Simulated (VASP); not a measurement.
# BC7 (P-43m) in VASP: notebook

The runs below take BC7 through single point, with PBEsol.

Everything below comes from runs of VASP 6.6.1. Logs are shortened: lines on timing, memory, paths and dates and some standing lists are left out, and cuts for length are marked.

## Step 1: The cell of the first run

It takes space group P-43m (No. 215, cubic). Conventional cell: a = 3.601 Å, b = 3.601 Å, c = 3.601 Å, α = 90.00°, β = 90.00°, γ = 90.00°. Within 2.1 Å of B (site symmetry -43m) lie 4 C at 1.59 Å. Within 2.1 Å of C (site symmetry -42m) lie 4 C at 1.55 Å. C (site symmetry 3m) has 3 C at 1.55 Å and 1 B at 1.59 Å within 2.1 Å.

## Step 2: Single point, PBEsol

INCAR reads:

```
SYSTEM = BC7
PREC = Accurate
ENCUT = 910
EDIFF = 1E-6
ISMEAR = 0
SIGMA = 0.1
LREAL = .False.
LASPH = .True.
NELM = 120
ALGO = Normal
ISIF = 2
LWAVE = .False.
LCHARG = .False.
GGA = PS
NBANDS = 26
GGA_COMPAT = .False.
```

KPOINTS reads:

```
Automatic mesh
0
Gamma
  10 10 10
  0 0 0
```

POSCAR reads:

```
BC7
1.0
    3.6009608368      0.0000000000      0.0000000000
    0.0000000000      3.6009608368      0.0000000000
    0.0000000000      0.0000000000      3.6009608368
B C
1 7
Direct
    0.0000000000      0.0000000000      0.0000000000
    0.0000000000      0.5000000000      0.5000000000
    0.5000000000      0.5000000000      0.0000000000
    0.5000000000      0.0000000000      0.5000000000
    0.7450397233      0.7450397233      0.2549602767
    0.7450397233      0.2549602767      0.7450397233
    0.2549602767      0.7450397233      0.7450397233
    0.2549602767      0.2549602767      0.2549602767
```

Potentials or basis: VASP PAW PBE potentials, release 64 (B_h, C_h).

Launch:

```console
cat potpaw_PBE.64/B_h/POTCAR potpaw_PBE.64/C_h/POTCAR > POTCAR
mpirun -np 1 vasp_std > vasp.out
```

OUTCAR:

```text
SYSTEM = BC7
   PREC = Accurate
   ENCUT = 910
   EDIFF = 1E-6
   ISMEAR = 0
   LREAL = .False.
   LASPH = .True.
   NELM = 120
   ISIF = 2
   GGA = PS

 ion  position               nearest neighbor table
   1  0.000  0.000  0.000-
   2  0.000  0.500  0.500-
   3  0.500  0.500  0.000-
   4  0.500  0.000  0.500-
   5  0.745  0.745  0.255-
   6  0.745  0.255  0.745-
   7  0.255  0.745  0.745-
   8  0.255  0.255  0.255-

  LATTYP: Found a simple cubic cell.
 ALAT       =     3.6009608368

  Lattice vectors:

 A1 = (   3.6009608368,   0.0000000000,   0.0000000000)
 A2 = (   0.0000000000,   3.6009608368,   0.0000000000)
 A3 = (   0.0000000000,   0.0000000000,   3.6009608368)

Analysis of symmetry for initial positions (statically):
=====================================================================
 Subroutine PRICEL returns:
 Original cell was already a primitive cell.

 Routine SETGRP: Setting up the symmetry group for a
 simple cubic supercell.

 Subroutine GETGRP returns: Found 24 space group operations
 (whereof 24 operations were pure point group operations)
 out of a pool of 48 trial point group operations.

The static configuration has the point symmetry T_d .

Analysis of symmetry for dynamics (positions and initial velocities):
=====================================================================
 Subroutine PRICEL returns:
 Original cell was already a primitive cell.

 Routine SETGRP: Setting up the symmetry group for a
 simple cubic supercell.

 Subroutine GETGRP returns: Found 24 space group operations
 (whereof 24 operations were pure point group operations)
 out of a pool of 48 trial point group operations.

The dynamic configuration has the point symmetry T_d .

 Subroutine INISYM returns: Found 24 space group operations
 (whereof 24 operations are pure point group operations),
 and found     1 'primitive' translations

----------------------------------------------------------------------------------------

                                     Primitive cell

  volume of cell :      46.6934

  direct lattice vectors                    reciprocal lattice vectors
     3.600960837  0.000000000  0.000000000     0.277703659  0.000000000  0.000000000
     0.000000000  3.600960837  0.000000000     0.000000000  0.277703659  0.000000000
     0.000000000  0.000000000  3.600960837     0.000000000  0.000000000  0.277703659

  length of vectors
     3.600960837  3.600960837  3.600960837     0.277703659  0.277703659  0.277703659

  position of ions in fractional coordinates (direct lattice)
     0.000000000  0.000000000  0.000000000
     0.000000000  0.500000000  0.500000000
     0.500000000  0.500000000  0.000000000
     0.500000000  0.000000000  0.500000000
     0.745039723  0.745039723  0.254960277
     0.745039723  0.254960277  0.745039723
     0.254960277  0.745039723  0.745039723
     0.254960277  0.254960277  0.254960277

  ion indices of the primitive-cell ions
   primitive index   ion index
                 1           1
                 2           2
                 3           3
                 4           4
                 5           5
                 6           6
                 7           7
                 8           8

----------------------------------------------------------------------------------------

 KPOINTS: Automatic mesh

Automatic generation of k-mesh.
 Grid dimensions read from file:
 generate k-points for:   10   10   10

 Generating k-lattice:

  Cartesian coordinates                     Fractional coordinates (reciprocal lattice)
     0.027770366  0.000000000  0.000000000     0.100000000  0.000000000  0.000000000
     0.000000000  0.027770366  0.000000000     0.000000000  0.100000000  0.000000000
     0.000000000  0.000000000  0.027770366     0.000000000  0.000000000  0.100000000

  Length of vectors
     0.027770366  0.027770366  0.027770366

  Shift w.r.t. Gamma in fractional coordinates (k-lattice)
     0.000000000  0.000000000  0.000000000

 Subroutine IBZKPT returns following result:
 ===========================================

 Found     56 irreducible k-points:

 Following reciprocal coordinates:
            Coordinates               Weight
  0.000000  0.000000  0.000000      1.000000
  0.100000  0.000000  0.000000      6.000000
  0.200000  0.000000  0.000000      6.000000
  0.300000  0.000000  0.000000      6.000000
  0.400000  0.000000  0.000000      6.000000
  0.500000  0.000000  0.000000      3.000000
[... 16 lines left out ...]
  0.200000  0.100000  0.100000     24.000000
  0.300000  0.100000  0.100000     24.000000
 [... further k-points ...]
   k-points           NKPTS =     56   k-points in BZ     NKDIM =     56   number of bands    NBANDS=     26
   number of dos      NEDOS =    301   number of ions     NIONS =      8
   total plane-waves  NPLWV =  46656
   dimension x,y,z NGX =    36 NGY =   36 NGZ =   36
   dimension x,y,z NGXF=    72 NGYF=   72 NGZF=   72
   ions per type =               1   7
   NGX,Y,Z   is equivalent  to a cutoff of  16.62, 16.62, 16.62 a.u.
   NGXF,Y,Z  is equivalent  to a cutoff of  33.24, 33.24, 33.24 a.u.
 SYSTEM =  BC7
   PREC   = accura    normal or accurate (medium, high low for compatibility)
   ISTART =      0    job   : 0-new  1-cont  2-samecut
   ICHARG =      2    charge: 1-file 2-atom 10-const
   ISPIN  =      1    spin polarized calculation?
   LNONCOLLINEAR =      F non collinear calculations
   LSORBIT =      F    spin-orbit coupling
   LASPH  =      T    aspherical Exc in radial PAW
   ENCUT  =  910.0 eV  66.88 Ry    8.18 a.u.   8.86  8.86  8.86*2*pi/ulx,y,z
   NELM   =    120;   NELMIN=  2; NELMDL= -5     # of ELM steps
   EDIFF  = 0.1E-05   stopping-criterion for ELM
   LREAL  =      F    real-space projection
   EDIFFG = 0.1E-04   stopping-criterion for IOM
   NSW    =      0    number of steps for IOM
   IBRION =     -1    ionic relax: 0-MD 1-quasi-New 2-CG
   NFREE  =      0    steps in history (QN), initial steepest desc. (CG)
   ISIF   =      2    stress and relaxation
   ISYM   =      2    0-nonsym 1-usesym 2-fastsym
   POTIM  = 0.5000    time-step for ionic-motion
   TEBEG  =    0.0;   TEEND  =   0.0 temperature during run
   PSTRESS=    0.0 pullay stress
   NELECT =      31.0000    total number of electrons
   NUPDOWN=      -1.0000    fix difference up-down
   EMIN   =  10.00;   EMAX   =-10.00  energy-range for DOS
   EFERMI =   0.00;   METHOD = LEGACY
   ISMEAR =     0;   SIGMA  =   0.10  broadening in eV -4-tet -1-fermi 0-gaus
   EFERMI_NEDOS =   21; number of points for ismear=-14 and -15
   IALGO  =     38    algorithm
   IMIX   =      4    mixing-type and parameters
     AMIX     =   0.40;   BMIX     =  1.00
     AMIX_MAG =   1.60;   BMIX_MAG =  1.00
  volume/ion in A,a.u.               =       5.84        39.39
  Fermi-wavevector in a.u.,A,eV,Ry     =   1.428160  2.698832 27.751017  2.039642
  Thomas-Fermi vector in A             =   2.548252
   LORBIT       =      0    0 simple, 1 ext, 2 COOP (PROOUT), +10 PAW based schemes
   GGA     = PS    functional components
   LHFCALC =     F    Hartree Fock is set to
   AEXX    =    0.0000 exact exchange contribution
   IVDW    =     0    specifies the selected vdW correction
   LEPSILON=     F    determine dielectric tensor
   LRPA    =     F    only Hartree local field effects (RPA)
 non-spin polarized calculation
 Gauss-broadening in eV      SIGMA  =   0.10
  energy-cutoff  :      910.00
  volume of cell :       46.69
 maximum number of plane-waves:      2945
 NGX is ok and might be reduce to    36
   NGX = 17   NGY = 17   NGZ = 17

 number of electron      31.0000001 magnetization

 Free energy of the ion-electron system (eV)
  ---------------------------------------------------
  ext. energy  EPLUGINS =         0.00000000
  ---------------------------------------------------
  free energy    TOTEN  =       -73.30369706 eV

  energy without entropy =      -73.29754605  energy(sigma->0) =      -73.30062155

 E-fermi :   9.3571     XC(G=0): -13.3752

 val. band max:        9.3301182651   @ k =   0.4000   0.3000   0.1000
 cond. band min:       9.3821089645   @ k =   0.2000   0.2000   0.1000
 fundamental gap:      0.0519906994
 Fermi energy:         9.3571201800

 k-point     1 :       0.0000    0.0000    0.0000
  band No.  band energies     occupation
      1     -10.4598      2.00000
      2      -2.4480      2.00000
      3      -2.4480      2.00000
      4      -2.0390      2.00000
      5      -2.0390      2.00000
      6      -2.0390      2.00000
[... 18 lines left out ...]
     25      16.6381      0.00000
     26      24.9086      0.00000

 k-point     2 :       0.1000    0.0000    0.0000
  band No.  band energies     occupation
      1     -10.3724      2.00000
      2      -3.5769      2.00000
      3      -2.3944      2.00000
      4      -1.9823      2.00000
      5      -1.9823      2.00000
      6      -1.1040      2.00000
[... 18 lines left out ...]
     25      17.0727      0.00000
     26      24.9649      0.00000

 k-point     3 :       0.2000    0.0000    0.0000
  band No.  band energies     occupation
      1     -10.1118      2.00000
      2      -4.8781      2.00000
      3      -2.2440      2.00000
      4      -1.8227      2.00000
      5      -1.8227      2.00000
      6      -0.3651      2.00000
[... 18 lines left out ...]
     25      18.1404      0.00000
     26      24.9506      0.00000

 k-point     4 :       0.3000    0.0000    0.0000
  band No.  band energies     occupation
      1      -9.6855      2.00000
      2      -6.0840      2.00000
      3      -2.0327      2.00000
      4      -1.5962      2.00000
      5      -1.5962      2.00000
      6       0.1725      2.00000
[... 18 lines left out ...]
     25      19.5009      0.00000
     26      24.3943      0.00000
[... 496 lines left out ...]
      1     -10.1977      2.00000
      2      -3.6477      2.00000
      3      -3.6477      2.00000
      4      -2.5558      2.00000
      5      -0.5445      2.00000
      6      -0.5445      2.00000
[... 18 lines left out ...]
     25      17.6474      0.00000
     26      25.1120      0.00000

 k-point    23 :       0.2000    0.1000    0.1000
  band No.  band energies     occupation
      1      -9.9375      2.00000
      2      -4.7715      2.00000
      3      -3.4643      2.00000
      4      -2.5284      2.00000
      5      -0.4879      2.00000
      6       0.2995      2.00000
[... 18 lines left out ...]
     25      18.6033      0.00000
     26      25.2163      0.00000

 k-point    24 :       0.3000    0.1000    0.1000
  band No.  band energies     occupation
      1      -9.5120      2.00000
      2      -5.9412      2.00000
      3      -3.1941      2.00000
      4      -2.2648      2.00000
      5      -0.4758      2.00000
      6       0.6131      2.00000
[... 18 lines left out ...]
     25      20.0649      0.00000
     26      24.0509      0.00000

 [... further k-points ...]
[... 5 lines left out ...]
  --------------------------------------------------------------------------------------
  -------------------------------------------------------------------------------------
  Total        0.0137770      0.0137770      0.0137770      0.0000000      0.0000000      0.0000000
  in kB        0.4727266      0.4727266      0.4727266      0.0000000      0.0000000      0.0000000
  external PRESSURE =       0.4727266 kB  Pullay stress =       0.0000000 kB

 VOLUME and BASIS-vectors are now :
 -----------------------------------------------------------------------------
  energy-cutoff  :      910.00
  volume of cell :       46.69
      direct lattice vectors                 reciprocal lattice vectors
     3.600960837  0.000000000  0.000000000     0.277703659  0.000000000  0.000000000
     0.000000000  3.600960837  0.000000000     0.000000000  0.277703659  0.000000000
     0.000000000  0.000000000  3.600960837     0.000000000  0.000000000  0.277703659

 POSITION                                       TOTAL-FORCE (eV/Angst)
 -----------------------------------------------------------------------------------
      0.00000      0.00000      0.00000        -0.000000     -0.000000     -0.000000
      0.00000      1.80048      1.80048        -0.000000     -0.000000     -0.000000
      1.80048      1.80048      0.00000        -0.000000     -0.000000     -0.000000
      1.80048      0.00000      1.80048        -0.000000     -0.000000     -0.000000
      2.68286      2.68286      0.91810         0.001038      0.001038     -0.001038
      2.68286      0.91810      2.68286         0.001038     -0.001038      0.001038
      0.91810      2.68286      2.68286        -0.001038      0.001038      0.001038
      0.91810      0.91810      0.91810        -0.001038     -0.001038     -0.001038
 -----------------------------------------------------------------------------------
    total drift:                                0.000000      0.000000     -0.000000

  FREE ENERGIE OF THE ION-ELECTRON SYSTEM (eV)
  ---------------------------------------------------
  free  energy   TOTEN  =       -73.3036970602 eV

  energy  without entropy=      -73.2975460497  energy(sigma->0) =      -73.30062155
```

It took 1.7 min on 1 thread of AMD EPYC 7R43 (Zen 3), shared host; peak memory 0.23 GiB.

Results:

* Free energy: -73.3037 eV
* Pressure: 0.0 GPa
* Band gap on the k mesh: zero (an odd number of electrons rules out a gap without spin polarisation)

Levels at points of the mesh, in eV from the Fermi level:
```csv
k point,band 12,band 13,band 14,band 15,band 16,band 17,band 18,band 19,band 20,band 21
"(0.00, 0.00, 0.00)",-4.34,-4.34,1.66,1.66,1.66,5.54,5.54,5.54,5.82,5.82
"(0.50, 0.00, 0.00)",-3.31,-2.66,-2.56,-1.70,-1.70,5.58,5.92,10.70,11.35,11.35
"(0.50, 0.50, 0.00)",-4.90,-2.40,-2.02,-0.66,-0.66,8.65,8.65,9.26,9.90,10.73
"(0.50, 0.50, 0.50)",-1.87,-1.87,-0.08,-0.08,-0.08,9.10,9.10,9.10,9.35,9.35
```

Caveat: the cutoff is under 1.25 times the usual one of these potentials, so pressure, stress and relaxed cells hold a basis-set (Pulay) error; the PAW data sets were made with another functional, which shifts forces and pressure a little.

## Step 3: Single point, PBEsol

INCAR reads:

```
SYSTEM = BC7
PREC = Accurate
ENCUT = 910
EDIFF = 1E-6
ISMEAR = 0
SIGMA = 0.15
LREAL = .FALSE.
LASPH = .TRUE.
NELM = 120
ALGO = Normal
ISIF = 2
LWAVE = .FALSE.
LCHARG = .FALSE.
GGA = PS
NBANDS = 26
GGA_COMPAT = .FALSE.
```

KPOINTS reads:

```
regular mesh
0
G
  10 10 10
  0 0 0
```

POSCAR is that of step 2.

Potentials or basis: VASP PAW PBE potentials, release 64 (B_h, C_h).

Launch:

```console
cat potpaw_PBE.64/B_h/POTCAR potpaw_PBE.64/C_h/POTCAR > POTCAR
mpirun -np 1 vasp_std > vasp.out
```

Run time: 85 s. Hardware: 1 thread of Intel Xeon 6975P-C (Granite Rapids), shared host; peak memory 0.26 GiB.

The run converged. Its results:

- Free energy: -73.3075 eV
- Pressure: 0.0 GPa
- Band gap on the k mesh: zero (an odd number of electrons rules out a gap without spin polarisation)

Levels at points of the mesh, in eV from the Fermi level:
```csv
k point,band 12,band 13,band 14,band 15,band 16,band 17,band 18,band 19,band 20,band 21
"(0.00, 0.00, 0.00)",-4.35,-4.35,1.65,1.65,1.65,5.53,5.53,5.53,5.81,5.81
"(0.50, 0.00, 0.00)",-3.32,-2.67,-2.57,-1.71,-1.71,5.57,5.91,10.69,11.34,11.34
"(0.50, 0.50, 0.00)",-4.91,-2.41,-2.03,-0.67,-0.67,8.64,8.64,9.25,9.89,10.72
"(0.50, 0.50, 0.50)",-1.88,-1.88,-0.09,-0.09,-0.09,9.09,9.09,9.09,9.34,9.34
```

Caveat: the cutoff is under 1.25 times the usual one of these potentials, so pressure, stress and relaxed cells hold a basis-set (Pulay) error; the PAW data sets were made with another functional, which shifts forces and pressure a little.
